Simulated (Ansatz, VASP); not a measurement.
## Two plane-wave programs on BaTiO3

```
Ba Ti O
1.0
     3.99514    0.00000    0.00000
     0.00000    2.84248    2.84801
     0.00000   -2.84248    2.84801
Ba Ti O
1 1 3
Direct
  0.00000 0.00441 0.00441
  0.50000 0.51358 0.51358
  0.00000 0.49471 0.49471
  0.50000 0.49543 0.98809
  0.50000 0.98809 0.49543
```

Alike in both runs: functional r2SCAN; k mesh 6 × 6 × 6; occupations gaussian, width 0.02 eV; no spin polarisation; Hubbard terms Ti d U = 4.0 eV.

Ansatz relaxed the structure, and its values are those at the end. VASP's run is a single point on that final structure, the one shown.

|  | VASP | Ansatz |
| --- | --- | --- |
| version | VASP 6.6.1 | Ansatz 0.2.0 |
| potentials or method | VASP PAW PBE potentials, release 64 (Ba_sv, Ti_sv, O), cutoff 520 eV | scalar-relativistic, plane waves, PAW |
| valence electrons in the cell | 40 | 40 |

```csv
,VASP,Ansatz,Ansatz less VASP
gap on the k mesh at the Fermi level (eV),2.83,2.82,-0.004
least direct gap on the mesh (eV),3.15,3.11,-0.034
pressure (GPa),3.8,0.0,-3.85
rms of the force components (eV/Å),0.193,0.000,-0.1927
```

VASP's potentials were made for PBE, not for r2SCAN. The programs project onto different local orbitals, so the same U acts differently, and such runs can settle in different states.

Spin-orbit coupling is off throughout.
